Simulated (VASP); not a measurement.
# KSi4I3 (Pm-3m) in VASP: notebook

Runs on KSi4I3. Level: PBE. Tasks: single point, relaxation of cell and atoms.

All numbers are computed with VASP 6.6.1; they aren't measurements. Logs are shortened: lines on timing, memory, paths and dates and some standing lists are left out, and cuts for length are marked.

## Step 1: The cell of the first run

Symmetry: Pm-3m, No. 221, cubic system. The conventional cell has a = 6.275 Å, b = 6.275 Å, c = 6.275 Å, α = 90.00°, β = 90.00°, γ = 90.00°. Within 4.1 Å of K (site symmetry m-3m) lie 6 Si at 3.14 Å. Within 4.1 Å of Si (site symmetry 4/mmm) lie 2 K at 3.14 Å and 4 I at 3.14 Å. Within 4.1 Å of Si (site symmetry m-3m) lie 6 I at 3.14 Å. Within 4.1 Å of I (site symmetry 4/mmm) lie 6 Si at 3.14 Å.

The cell was generated, and may not be a known phase.

## Step 2: Single point, PBE

Contents of INCAR:

```
SYSTEM = KSi4I3
PREC = Accurate ; ENCUT = 520
EDIFF = 1E-6 ; ISMEAR = 0
SIGMA = 0.1 ; LREAL = .False.
LASPH = .True. ; NELM = 100
ALGO = Normal ; ISIF = 2
LWAVE = .False. ; LCHARG = .False.
GGA = PE ; NBANDS = 33
```

Contents of KPOINTS:

```
regular mesh
0
Gamma
  6 6 6
  0 0 0
```

Contents of POSCAR:

```
KSi4I3
1.0
    6.2749176448      0.0000000000      0.0000000000
    0.0000000000      6.2749176448      0.0000000000
    0.0000000000      0.0000000000      6.2749176448
K Si I
1 4 3
Direct
    0.0000000000      0.0000000000      0.0000000000
    0.5000000000      0.0000000000      0.0000000000
    0.0000000000      0.5000000000      0.0000000000
    0.0000000000      0.0000000000      0.5000000000
    0.5000000000      0.5000000000      0.5000000000
    0.0000000000      0.5000000000      0.5000000000
    0.5000000000      0.0000000000      0.5000000000
    0.5000000000      0.5000000000      0.0000000000
```

Potentials or basis: VASP PAW PBE potentials, release 64 (K_sv, Si, I).

Command:

```bash
$ cat potpaw_PBE.64/K_sv/POTCAR potpaw_PBE.64/Si/POTCAR potpaw_PBE.64/I/POTCAR > POTCAR
$ mpirun -np 1 vasp_std > vasp.out
```

OUTCAR:

```text
SYSTEM = KSi4I3
   PREC = Accurate
   ENCUT = 520
   EDIFF = 1E-6
   ISMEAR = 0
   LREAL = .False.
   LASPH = .True.
   NELM = 100
   ISIF = 2
   GGA = PE

 ion  position               nearest neighbor table
   1  0.000  0.000  0.000-   2 3.14   3 3.14   4 3.14   4 3.14   3 3.14   2 3.14
   2  0.500  0.000  0.000-   1 3.14   7 3.14   8 3.14   7 3.14   8 3.14   1 3.14
   3  0.000  0.500  0.000-   1 3.14   6 3.14   8 3.14   6 3.14   1 3.14   8 3.14
   4  0.000  0.000  0.500-   1 3.14   6 3.14   7 3.14   1 3.14   6 3.14   7 3.14
   5  0.500  0.500  0.500-   6 3.14   7 3.14   8 3.14   8 3.14   7 3.14   6 3.14
   6  0.000  0.500  0.500-   3 3.14   4 3.14   5 3.14   3 3.14   4 3.14   5 3.14
   7  0.500  0.000  0.500-   2 3.14   4 3.14   5 3.14   2 3.14   5 3.14   4 3.14
   8  0.500  0.500  0.000-   2 3.14   3 3.14   5 3.14   5 3.14   2 3.14   3 3.14

  LATTYP: Found a simple cubic cell.
 ALAT       =     6.2749176448

  Lattice vectors:

 A1 = (   6.2749176448,   0.0000000000,   0.0000000000)
 A2 = (   0.0000000000,   6.2749176448,   0.0000000000)
 A3 = (   0.0000000000,   0.0000000000,   6.2749176448)

Analysis of symmetry for initial positions (statically):
=====================================================================
 Subroutine PRICEL returns:
 Original cell was already a primitive cell.

 Routine SETGRP: Setting up the symmetry group for a
 simple cubic supercell.

 Subroutine GETGRP returns: Found 48 space group operations
 (whereof 48 operations were pure point group operations)
 out of a pool of 48 trial point group operations.

The static configuration has the point symmetry O_h .

Analysis of symmetry for dynamics (positions and initial velocities):
=====================================================================
 Subroutine PRICEL returns:
 Original cell was already a primitive cell.

 Routine SETGRP: Setting up the symmetry group for a
 simple cubic supercell.

 Subroutine GETGRP returns: Found 48 space group operations
 (whereof 48 operations were pure point group operations)
 out of a pool of 48 trial point group operations.

The dynamic configuration has the point symmetry O_h .

 Subroutine INISYM returns: Found 48 space group operations
 (whereof 48 operations are pure point group operations),
 and found     1 'primitive' translations

----------------------------------------------------------------------------------------

                                     Primitive cell

  volume of cell :     247.0723

  direct lattice vectors                    reciprocal lattice vectors
     6.274917645  0.000000000  0.000000000     0.159364641  0.000000000  0.000000000
     0.000000000  6.274917645  0.000000000     0.000000000  0.159364641  0.000000000
     0.000000000  0.000000000  6.274917645     0.000000000  0.000000000  0.159364641

  length of vectors
     6.274917645  6.274917645  6.274917645     0.159364641  0.159364641  0.159364641

  position of ions in fractional coordinates (direct lattice)
     0.000000000  0.000000000  0.000000000
     0.500000000  0.000000000  0.000000000
     0.000000000  0.500000000  0.000000000
     0.000000000  0.000000000  0.500000000
     0.500000000  0.500000000  0.500000000
     0.000000000  0.500000000  0.500000000
     0.500000000  0.000000000  0.500000000
     0.500000000  0.500000000  0.000000000

  ion indices of the primitive-cell ions
   primitive index   ion index
                 1           1
                 2           2
                 3           3
                 4           4
                 5           5
                 6           6
                 7           7
                 8           8

----------------------------------------------------------------------------------------

 KPOINTS: regular mesh

Automatic generation of k-mesh.
 Grid dimensions read from file:
 generate k-points for:    6    6    6

 Generating k-lattice:

  Cartesian coordinates                     Fractional coordinates (reciprocal lattice)
     0.026560774  0.000000000  0.000000000     0.166666667  0.000000000  0.000000000
     0.000000000  0.026560774  0.000000000     0.000000000  0.166666667  0.000000000
     0.000000000  0.000000000  0.026560774     0.000000000  0.000000000  0.166666667

  Length of vectors
     0.026560774  0.026560774  0.026560774

  Shift w.r.t. Gamma in fractional coordinates (k-lattice)
     0.000000000  0.000000000  0.000000000

 Subroutine IBZKPT returns following result:
 ===========================================

 Found     20 irreducible k-points:

 Following reciprocal coordinates:
            Coordinates               Weight
  0.000000  0.000000  0.000000      1.000000
  0.166667  0.000000  0.000000      6.000000
  0.333333  0.000000  0.000000      6.000000
  0.500000  0.000000  0.000000      3.000000
  0.166667  0.166667  0.000000     12.000000
  0.333333  0.166667  0.000000     24.000000
[... 12 lines left out ...]
  0.500000  0.500000  0.333333      6.000000
  0.500000  0.500000  0.500000      1.000000
   k-points           NKPTS =     20   k-points in BZ     NKDIM =     20   number of bands    NBANDS=     33
   number of dos      NEDOS =    301   number of ions     NIONS =      8
   total plane-waves  NPLWV = 110592
   dimension x,y,z NGX =    48 NGY =   48 NGZ =   48
   dimension x,y,z NGXF=    96 NGYF=   96 NGZF=   96
   ions per type =               1   4   3
   NGX,Y,Z   is equivalent  to a cutoff of  12.72, 12.72, 12.72 a.u.
   NGXF,Y,Z  is equivalent  to a cutoff of  25.43, 25.43, 25.43 a.u.
 SYSTEM =  KSi4I3
   PREC   = accura    normal or accurate (medium, high low for compatibility)
   ISTART =      0    job   : 0-new  1-cont  2-samecut
   ICHARG =      2    charge: 1-file 2-atom 10-const
   ISPIN  =      1    spin polarized calculation?
   LNONCOLLINEAR =      F non collinear calculations
   LSORBIT =      F    spin-orbit coupling
   LASPH  =      T    aspherical Exc in radial PAW
   ENCUT  =  520.0 eV  38.22 Ry    6.18 a.u.  11.67 11.67 11.67*2*pi/ulx,y,z
   NELM   =    100;   NELMIN=  2; NELMDL= -5     # of ELM steps
   EDIFF  = 0.1E-05   stopping-criterion for ELM
   LREAL  =      F    real-space projection
   EDIFFG = 0.1E-04   stopping-criterion for IOM
   NSW    =      0    number of steps for IOM
   IBRION =     -1    ionic relax: 0-MD 1-quasi-New 2-CG
   NFREE  =      0    steps in history (QN), initial steepest desc. (CG)
   ISIF   =      2    stress and relaxation
   ISYM   =      2    0-nonsym 1-usesym 2-fastsym
   POTIM  = 0.5000    time-step for ionic-motion
   TEBEG  =    0.0;   TEEND  =   0.0 temperature during run
   PSTRESS=    0.0 pullay stress
   NELECT =      46.0000    total number of electrons
   NUPDOWN=      -1.0000    fix difference up-down
   EMIN   =  10.00;   EMAX   =-10.00  energy-range for DOS
   EFERMI =   0.00;   METHOD = LEGACY
   ISMEAR =     0;   SIGMA  =   0.10  broadening in eV -4-tet -1-fermi 0-gaus
   EFERMI_NEDOS =   21; number of points for ismear=-14 and -15
   IALGO  =     38    algorithm
   IMIX   =      4    mixing-type and parameters
     AMIX     =   0.40;   BMIX     =  1.00
     AMIX_MAG =   1.60;   BMIX_MAG =  1.00
  volume/ion in A,a.u.               =      30.88       208.42
  Fermi-wavevector in a.u.,A,eV,Ry     =   0.934802  1.766519 11.889504  0.873854
  Thomas-Fermi vector in A             =   2.061644
   LORBIT       =      0    0 simple, 1 ext, 2 COOP (PROOUT), +10 PAW based schemes
   GGA     = PE    functional components
   LHFCALC =     F    Hartree Fock is set to
   AEXX    =    0.0000 exact exchange contribution
   IVDW    =     0    specifies the selected vdW correction
   LEPSILON=     F    determine dielectric tensor
   LRPA    =     F    only Hartree local field effects (RPA)
 non-spin polarized calculation
 Gauss-broadening in eV      SIGMA  =   0.10
  energy-cutoff  :      520.00
  volume of cell :      247.07
 maximum number of plane-waves:      6704
 NGX is ok and might be reduce to    48
   NGX = 23   NGY = 23   NGZ = 23

 number of electron      45.9999991 magnetization

 Free energy of the ion-electron system (eV)
  ---------------------------------------------------
  ext. energy  EPLUGINS =         0.00000000
  ---------------------------------------------------
  free energy    TOTEN  =       -19.72695963 eV

  energy without entropy =      -19.64764703  energy(sigma->0) =      -19.68730333

 E-fermi :   4.5647     XC(G=0):  -8.6685

 val. band max:        4.5571689086   @ k =   0.5000   0.5000   0.5000
 cond. band min:       4.5655818877   @ k =   0.5000   0.5000   0.0000
 fundamental gap:      0.0084129791
 Fermi energy:         4.5646977903

 k-point     1 :       0.0000    0.0000    0.0000
  band No.  band energies     occupation
      1     -25.5091      2.00000
      2      -9.9224      2.00000
      3      -9.3295      2.00000
      4      -9.3295      2.00000
      5      -9.1165      2.00000
      6      -9.1165      2.00000
[... 25 lines left out ...]
     32       7.5788      0.00000
     33       8.0846      0.00000

 k-point     2 :       0.1667    0.0000    0.0000
  band No.  band energies     occupation
      1     -25.5090      2.00000
      2      -9.8912      2.00000
      3      -9.3710      2.00000
      4      -9.3234      2.00000
      5      -9.1163      2.00000
      6      -9.1163      2.00000
[... 25 lines left out ...]
     32       7.5948      0.00000
     33       7.5948      0.00000

 k-point     3 :       0.3333    0.0000    0.0000
  band No.  band energies     occupation
      1     -25.5090      2.00000
      2      -9.8125      2.00000
      3      -9.4622      2.00000
      4      -9.3110      2.00000
      5      -9.1159      2.00000
      6      -9.1159      2.00000
[... 25 lines left out ...]
     32       7.7900      0.00000
     33       7.7943      0.00000

 k-point     4 :       0.5000    0.0000    0.0000
  band No.  band energies     occupation
      1     -25.5090      2.00000
      2      -9.7539      2.00000
      3      -9.5246      2.00000
      4      -9.3047      2.00000
      5      -9.1157      2.00000
      6      -9.1157      2.00000
[... 25 lines left out ...]
     32       7.4648      0.00000
     33       7.7515      0.00000

 k-point     5 :       0.1667    0.1667    0.0000
  band No.  band energies     occupation
      1     -25.5090      2.00000
      2      -9.8604      2.00000
      3      -9.3851      2.00000
      4      -9.3406      2.00000
      5      -9.1161      2.00000
      6      -9.1085      2.00000
[... 460 lines left out ...]
 k-point    18 :       0.5000    0.3333    0.3333
  band No.  band energies     occupation
      1     -25.5088      2.00000
      2      -9.5509      2.00000
      3      -9.4955      2.00000
      4      -9.4297      2.00000
      5      -9.1318      2.00000
      6      -9.1200      2.00000
[... 25 lines left out ...]
     32       5.5717      0.00000
     33       9.2278      0.00000

 k-point    19 :       0.5000    0.5000    0.3333
  band No.  band energies     occupation
      1     -25.5088      2.00000
      2      -9.4848      2.00000
      3      -9.4848      2.00000
      4      -9.4775      2.00000
      5      -9.1317      2.00000
      6      -9.1268      2.00000
[... 25 lines left out ...]
     32       5.1478      0.00000
     33       9.6386      0.00000

 k-point    20 :       0.5000    0.5000    0.5000
  band No.  band energies     occupation
      1     -25.5088      2.00000
      2      -9.4692      2.00000
      3      -9.4692      2.00000
      4      -9.4692      2.00000
      5      -9.1373      2.00000
      6      -9.1373      2.00000
[... 25 lines left out ...]
     32       4.5572      1.08479
     33       9.8269      0.00000

------------------------ aborting loop because EDIFF is reached ----------------------------------------

  FORCE on cell =-STRESS in cart. coord.  units (eV):
  Direction    XX          YY          ZZ          XY          YZ          ZX
  --------------------------------------------------------------------------------------
  -------------------------------------------------------------------------------------
  Total       -0.0710349     -0.0710349     -0.0710349     -0.0000000      0.0000000     -0.0000000
  in kB       -0.4606365     -0.4606365     -0.4606365     -0.0000000      0.0000000     -0.0000000
  external PRESSURE =      -0.4606365 kB  Pullay stress =       0.0000000 kB

 VOLUME and BASIS-vectors are now :
 -----------------------------------------------------------------------------
  energy-cutoff  :      520.00
  volume of cell :      247.07
      direct lattice vectors                 reciprocal lattice vectors
     6.274917645  0.000000000  0.000000000     0.159364641  0.000000000  0.000000000
     0.000000000  6.274917645  0.000000000     0.000000000  0.159364641  0.000000000
     0.000000000  0.000000000  6.274917645     0.000000000  0.000000000  0.159364641

 POSITION                                       TOTAL-FORCE (eV/Angst)
 -----------------------------------------------------------------------------------
      0.00000      0.00000      0.00000         0.000000      0.000000      0.000000
      3.13746      0.00000      0.00000         0.000000      0.000000      0.000000
      0.00000      3.13746      0.00000         0.000000      0.000000      0.000000
      0.00000      0.00000      3.13746         0.000000      0.000000      0.000000
      3.13746      3.13746      3.13746         0.000000      0.000000      0.000000
      0.00000      3.13746      3.13746         0.000000      0.000000      0.000000
      3.13746      0.00000      3.13746         0.000000      0.000000      0.000000
      3.13746      3.13746      0.00000         0.000000      0.000000      0.000000
 -----------------------------------------------------------------------------------
    total drift:                               -0.000000      0.000000      0.000000

  FREE ENERGIE OF THE ION-ELECTRON SYSTEM (eV)
  ---------------------------------------------------
  free  energy   TOTEN  =       -19.7269596300 eV

  energy  without entropy=      -19.6476470321  energy(sigma->0) =      -19.68730333
```

Run time: 2.1 min. Hardware: 1 thread of Intel Xeon Platinum 8259CL at 2.50GHz (Skylake/Cascade Lake), shared host; peak memory 0.41 GiB.

Results:

```yaml
Free_energy: -19.7270 eV
Pressure: 0.0 GPa
Band_gap_on_the_k_mesh: zero (bands 23 and 24 overlap by 1.06 eV)
```

Caveat: spin-orbit coupling is left out, which moves the levels of the heavy elements.

(Continued in part 2 of 2.)

The gap in the log of VASP goes by the Fermi energy; the results here count the filled bands.